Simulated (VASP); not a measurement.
# Ag (Fm-3m) in VASP: a series of runs

Ag is run at these levels: PBEsol; tasks: single point, relaxation of cell and atoms.

Everything below comes from runs of VASP 6.6.1. Logs are shortened: lines on timing, memory, paths and dates and some standing lists are left out, and cuts for length are marked.

## Step 1: The cell of the first run

The structure is cubic, space group Fm-3m (No. 225). The conventional cell has a = 4.054 Å, b = 4.054 Å, c = 4.054 Å, α = 90.00°, β = 90.00°, γ = 90.00°. Within 3.8 Å of Ag (site symmetry m-3m) lie 12 Ag at 2.87 Å.

## Step 2: Single point, PBEsol

The input, INCAR:

```
SYSTEM = Ag
PREC = Accurate
ENCUT = 500
EDIFF = 1E-6
ISMEAR = -1
SIGMA = 0.1
LREAL = .False.
LASPH = .True.
NELM = 120
ALGO = Normal
ISIF = 2
LWAVE = .False.
LCHARG = .False.
GGA = PS
NBANDS = 12
GGA_COMPAT = .False.
```

The input, KPOINTS:

```
Automatic mesh
0
Gamma
  14 14 14
  0 0 0
```

The input, POSCAR:

```
Ag
1.0
    2.0270457509      2.0270457509      0.0000000000
   -2.0270457509      2.0270457509      0.0000000000
    0.0000000000      2.0270457509      2.0270457509
Ag
1
Direct
    0.0000000000      0.0000000000      0.0000000000
```

Potentials or basis: VASP PAW PBE potentials, release 64 (Ag).

Command:

```sh
$ cat potpaw_PBE.64/Ag/POTCAR > POTCAR
$ mpirun -np 1 vasp_std > vasp.out
```

OUTCAR:

```text
SYSTEM = Ag
   PREC = Accurate
   ENCUT = 500
   EDIFF = 1E-6
   ISMEAR = -1
   LREAL = .False.
   LASPH = .True.
   NELM = 120
   ISIF = 2
   GGA = PS

 ion  position               nearest neighbor table
   1  0.000  0.000  0.000-

  LATTYP: Found a face centered cubic cell.
 ALAT       =     4.0540915018

  Lattice vectors:

 A1 = (   0.0000000000,   2.0270457509,   2.0270457509)
 A2 = (   2.0270457509,   0.0000000000,   2.0270457509)
 A3 = (   2.0270457509,   2.0270457509,   0.0000000000)

Analysis of symmetry for initial positions (statically):
=====================================================================
 Subroutine PRICEL returns:
 Original cell was already a primitive cell.

 Routine SETGRP: Setting up the symmetry group for a
 face centered cubic supercell.

 Subroutine GETGRP returns: Found 48 space group operations
 (whereof 48 operations were pure point group operations)
 out of a pool of 48 trial point group operations.

The static configuration has the point symmetry O_h .

Analysis of symmetry for dynamics (positions and initial velocities):
=====================================================================
 Subroutine PRICEL returns:
 Original cell was already a primitive cell.

 Routine SETGRP: Setting up the symmetry group for a
 face centered cubic supercell.

 Subroutine GETGRP returns: Found 48 space group operations
 (whereof 48 operations were pure point group operations)
 out of a pool of 48 trial point group operations.

The dynamic configuration has the point symmetry O_h .

 Subroutine INISYM returns: Found 48 space group operations
 (whereof 48 operations are pure point group operations),
 and found     1 'primitive' translations

----------------------------------------------------------------------------------------

                                     Primitive cell

  volume of cell :      16.6579

  direct lattice vectors                    reciprocal lattice vectors
     2.027045751  2.027045751  0.000000000     0.246664388  0.246664388 -0.246664388
    -2.027045751  2.027045751  0.000000000    -0.246664388  0.246664388 -0.246664388
     0.000000000  2.027045751  2.027045751     0.000000000  0.000000000  0.493328776

  length of vectors
     2.866675592  2.866675592  2.866675592     0.427235253  0.427235253  0.493328776

  position of ions in fractional coordinates (direct lattice)
     0.000000000  0.000000000  0.000000000

  ion indices of the primitive-cell ions
   primitive index   ion index
                 1           1

----------------------------------------------------------------------------------------

 KPOINTS: Automatic mesh

Automatic generation of k-mesh.
 Grid dimensions read from file:
 generate k-points for:   14   14   14

 Generating k-lattice:

  Cartesian coordinates                     Fractional coordinates (reciprocal lattice)
     0.017618885  0.017618885 -0.017618885     0.071428571  0.000000000  0.000000000
    -0.017618885  0.017618885 -0.017618885     0.000000000  0.071428571  0.000000000
     0.000000000  0.000000000  0.035237770     0.000000000  0.000000000  0.071428571

  Length of vectors
     0.030516804  0.030516804  0.035237770

  Shift w.r.t. Gamma in fractional coordinates (k-lattice)
     0.000000000  0.000000000  0.000000000

 Subroutine IBZKPT returns following result:
 ===========================================

 Found    104 irreducible k-points:

 Following reciprocal coordinates:
            Coordinates               Weight
  0.000000  0.000000  0.000000      1.000000
  0.071429  0.000000  0.000000      8.000000
  0.142857  0.000000  0.000000      8.000000
  0.214286  0.000000  0.000000      8.000000
  0.285714  0.000000  0.000000      8.000000
  0.357143  0.000000  0.000000      8.000000
[... 16 lines left out ...]
  0.214286  0.142857  0.000000     24.000000
  0.285714  0.142857  0.000000     24.000000
 [... further k-points ...]
   k-points           NKPTS =    104   k-points in BZ     NKDIM =    104   number of bands    NBANDS=     12
   number of dos      NEDOS =    301   number of ions     NIONS =      1
   total plane-waves  NPLWV =  13824
   dimension x,y,z NGX =    24 NGY =   24 NGZ =   24
   dimension x,y,z NGXF=    48 NGYF=   48 NGZF=   48
   ions per type =               1
   NGX,Y,Z   is equivalent  to a cutoff of  13.92, 13.92, 13.92 a.u.
   NGXF,Y,Z  is equivalent  to a cutoff of  27.84, 27.84, 27.84 a.u.
 SYSTEM =  Ag
   PREC   = accura    normal or accurate (medium, high low for compatibility)
   ISTART =      0    job   : 0-new  1-cont  2-samecut
   ICHARG =      2    charge: 1-file 2-atom 10-const
   ISPIN  =      1    spin polarized calculation?
   LNONCOLLINEAR =      F non collinear calculations
   LSORBIT =      F    spin-orbit coupling
   LASPH  =      T    aspherical Exc in radial PAW
   ENCUT  =  500.0 eV  36.75 Ry    6.06 a.u.   5.23  5.23  5.23*2*pi/ulx,y,z
   NELM   =    120;   NELMIN=  2; NELMDL= -5     # of ELM steps
   EDIFF  = 0.1E-05   stopping-criterion for ELM
   LREAL  =      F    real-space projection
   EDIFFG = 0.1E-04   stopping-criterion for IOM
   NSW    =      0    number of steps for IOM
   IBRION =     -1    ionic relax: 0-MD 1-quasi-New 2-CG
   NFREE  =      0    steps in history (QN), initial steepest desc. (CG)
   ISIF   =      2    stress and relaxation
   ISYM   =      2    0-nonsym 1-usesym 2-fastsym
   POTIM  = 0.5000    time-step for ionic-motion
   TEBEG  =    0.0;   TEEND  =   0.0 temperature during run
   PSTRESS=    0.0 pullay stress
   NELECT =      11.0000    total number of electrons
   NUPDOWN=      -1.0000    fix difference up-down
   EMIN   =  10.00;   EMAX   =-10.00  energy-range for DOS
   EFERMI =   0.00;   METHOD = LEGACY
   ISMEAR =    -1;   SIGMA  =   0.10  broadening in eV -4-tet -1-fermi 0-gaus
   EFERMI_NEDOS =   21; number of points for ismear=-14 and -15
   IALGO  =     38    algorithm
   IMIX   =      4    mixing-type and parameters
     AMIX     =   0.40;   BMIX     =  1.00
     AMIX_MAG =   1.60;   BMIX_MAG =  1.00
  volume/ion in A,a.u.               =      16.66       112.41
  Fermi-wavevector in a.u.,A,eV,Ry     =   1.425604  2.694001 27.651749  2.032346
  Thomas-Fermi vector in A             =   2.545970
   LORBIT       =      0    0 simple, 1 ext, 2 COOP (PROOUT), +10 PAW based schemes
   GGA     = PS    functional components
   LHFCALC =     F    Hartree Fock is set to
   AEXX    =    0.0000 exact exchange contribution
   IVDW    =     0    specifies the selected vdW correction
   LEPSILON=     F    determine dielectric tensor
   LRPA    =     F    only Hartree local field effects (RPA)
 non-spin polarized calculation
  energy-cutoff  :      500.00
  volume of cell :       16.66
 maximum number of plane-waves:       444
 NGX is ok and might be reduce to    24
   NGX = 11   NGY = 11   NGZ = 11

 number of electron      11.0000001 magnetization

 Free energy of the ion-electron system (eV)
  ---------------------------------------------------
  ext. energy  EPLUGINS =         0.00000000
  ---------------------------------------------------
  free energy    TOTEN  =        -3.31308763 eV

  energy without entropy =       -3.30422866  energy(sigma->0) =       -3.30865814

 E-fermi :   8.4804     XC(G=0): -12.5520

 val. band max:        8.3706097666   @ k =   0.5000   0.0714   0.0000
 cond. band min:       8.5383073001   @ k =  -0.4286   0.2143   0.0714
 fundamental gap:      0.1676975335
 Fermi energy:         8.4803586436

 k-point     1 :       0.0000    0.0000    0.0000
  band No.  band energies     occupation
      1       0.5546      2.00000
      2       3.7017      2.00000
      3       3.7017      2.00000
      4       3.7017      2.00000
      5       4.7926      2.00000
      6       4.7926      2.00000
      7      24.5929      0.00000
      8      28.3038      0.00000
      9      28.3038      0.00000
     10      28.3038      0.00000
     11      33.1828      0.00000
     12      34.4636      0.00000

 k-point     2 :       0.0714    0.0000    0.0000
  band No.  band energies     occupation
      1       0.7167      2.00000
      2       3.6630      2.00000
      3       3.7474      2.00000
      4       3.7474      2.00000
      5       4.7751      2.00000
      6       4.7751      2.00000
      7      24.6264      0.00000
      8      27.0378      0.00000
      9      28.3823      0.00000
     10      28.3823      0.00000
     11      33.1657      0.00000
     12      34.2404      0.00000

 k-point     3 :       0.1429    0.0000    0.0000
  band No.  band energies     occupation
      1       1.1713      2.00000
      2       3.5918      2.00000
      3       3.8527      2.00000
      4       3.8527      2.00000
      5       4.7546      2.00000
      6       4.7546      2.00000
      7      23.7667      0.00000
      8      25.6201      0.00000
      9      28.5508      0.00000
     10      28.5508      0.00000
     11      31.9959      0.00000
     12      33.4924      0.00000

 k-point     4 :       0.2143    0.0000    0.0000
  band No.  band energies     occupation
      1       1.7610      2.00000
      2       3.6748      2.00000
      3       3.9201      2.00000
      4       3.9201      2.00000
      5       4.8258      2.00000
      6       4.8258      2.00000
      7      21.2275      0.00000
      8      25.4042      0.00000
      9      28.5914      0.00000
     10      28.5914      0.00000
     11      31.4961      0.00000
     12      32.4779      0.00000

 k-point     5 :       0.2857    0.0000    0.0000
  band No.  band energies     occupation
      1       2.1027      2.00000
      2       3.8800      2.00000
      3       3.8800      2.00000
      4       4.3206      2.00000
      5       5.0440      2.00000
      6       5.0440      2.00000
      7      18.4538      0.00000
      8      24.9636      0.00000
      9      28.2045      0.00000
     10      28.2045      0.00000
     11      31.8202      0.00000
     12      31.8202      0.00000

 k-point     6 :       0.3571    0.0000    0.0000
  band No.  band energies     occupation
      1       2.1157      2.00000
      2       3.7870      2.00000
      3       3.7870      2.00000
      4       5.3212      2.00000
      5       5.3212      2.00000
      6       5.5995      2.00000
      7      15.7766      0.00000
      8      24.3978      0.00000
      9      27.4747      0.00000
     10      27.4747      0.00000
     11      31.6601      0.00000
     12      31.6601      0.00000

 k-point     7 :       0.4286    0.0000    0.0000
  band No.  band energies     occupation
      1       2.0492      2.00000
      2       3.7086      2.00000
      3       3.7086      2.00000
      4       5.5417      2.00000
      5       5.5417      2.00000
      6       7.1256      2.00000
      7      13.4475      0.00000
      8      23.9796      0.00000
      9      26.8476      0.00000
     10      26.8476      0.00000
     11      31.6899      0.00000
     12      31.6899      0.00000

 k-point     8 :       0.5000    0.0000    0.0000
  band No.  band energies     occupation
      1       2.0182      2.00000
      2       3.6792      2.00000
      3       3.6792      2.00000
      4       5.6250      2.00000
      5       5.6250      2.00000
      6       8.0353      1.97694
      7      12.2731      0.00000
      8      23.8302      0.00000
      9      26.6106      0.00000
     10      26.6106      0.00000
     11      31.7159      0.00000
     12      31.7159      0.00000
[... 166 lines left out ...]
 k-point    20 :      -0.1429    0.0714    0.0000
  band No.  band energies     occupation
      1       1.1310      2.00000
      2       3.5163      2.00000
      3       3.8879      2.00000
      4       3.8897      2.00000
      5       4.6268      2.00000
      6       4.8628      2.00000
      7      24.4587      0.00000
      8      25.7708      0.00000
      9      27.3558      0.00000
     10      28.3921      0.00000
     11      32.4848      0.00000
     12      33.7811      0.00000

 k-point    21 :      -0.0714    0.0714    0.0000
  band No.  band energies     occupation
      1       0.7710      2.00000
      2       3.6135      2.00000
      3       3.7825      2.00000
      4       3.7825      2.00000
      5       4.7052      2.00000
      6       4.8301      2.00000
      7      24.6876      0.00000
      8      27.5090      0.00000
      9      27.8102      0.00000
     10      27.8102      0.00000
     11      34.0466      0.00000
     12      34.0467      0.00000

 k-point    22 :       0.1429    0.1429    0.0000
  band No.  band energies     occupation
      1       2.0497      2.00000
      2       3.3556      2.00000
      3       3.9872      2.00000
      4       4.1163      2.00000
      5       4.4676      2.00000
      6       5.2695      2.00000
      7      22.4076      0.00000
      8      22.7375      0.00000
      9      28.0766      0.00000
     10      28.7388      0.00000
     11      30.9509      0.00000
     12      32.8544      0.00000

 k-point    23 :       0.2143    0.1429    0.0000
  band No.  band energies     occupation
      1       2.5253      2.00000
      2       3.4195      2.00000
      3       3.9349      2.00000
      4       4.1784      2.00000
      5       4.5495      2.00000
      6       5.8579      2.00000
      7      19.7972      0.00000
      8      22.1947      0.00000
      9      27.1340      0.00000
     10      29.3928      0.00000
     11      30.0519      0.00000
     12      32.5697      0.00000

 k-point    24 :       0.2857    0.1429    0.0000
  band No.  band energies     occupation
      1       2.5538      2.00000
      2       3.6339      2.00000
      3       4.0717      2.00000
      4       4.1298      2.00000
      5       4.8864      2.00000
      6       6.7578      2.00000
      7      17.0642      0.00000
      8      21.9523      0.00000
      9      26.0110      0.00000
     10      28.2242      0.00000
     11      30.8392      0.00000
     12      32.7500      0.00000

 [... further k-points ...]
[... 5 lines left out ...]
  --------------------------------------------------------------------------------------
  -------------------------------------------------------------------------------------
  Total       -0.0182528     -0.0182528     -0.0182528     -0.0000000      0.0000000     -0.0000000
  in kB       -1.7555713     -1.7555713     -1.7555713     -0.0000000      0.0000000     -0.0000000
  external PRESSURE =      -1.7555713 kB  Pullay stress =       0.0000000 kB

 VOLUME and BASIS-vectors are now :
 -----------------------------------------------------------------------------
  energy-cutoff  :      500.00
  volume of cell :       16.66
      direct lattice vectors                 reciprocal lattice vectors
     2.027045751  2.027045751  0.000000000     0.246664388  0.246664388 -0.246664388
    -2.027045751  2.027045751  0.000000000    -0.246664388  0.246664388 -0.246664388
     0.000000000  2.027045751  2.027045751     0.000000000  0.000000000  0.493328776

 POSITION                                       TOTAL-FORCE (eV/Angst)
 -----------------------------------------------------------------------------------
      0.00000      0.00000      0.00000         0.000000     -0.000000      0.000000
 -----------------------------------------------------------------------------------
    total drift:                                0.000000      0.000000     -0.000000

  FREE ENERGIE OF THE ION-ELECTRON SYSTEM (eV)
  ---------------------------------------------------
  free  energy   TOTEN  =        -3.3130876284 eV

  energy  without entropy=       -3.3042286610  energy(sigma->0) =       -3.30865814
```

Wall time 8.7 s (1 thread of Intel Xeon 6975P-C (Granite Rapids), shared host); peak memory 0.15 GiB.

What came out:

```yaml
Free_energy: -3.3131 eV
Pressure: -0.2 GPa
```

Caveat: the PAW data sets were made with another functional, which shifts forces and pressure a little.

[end of part 1 of 2]
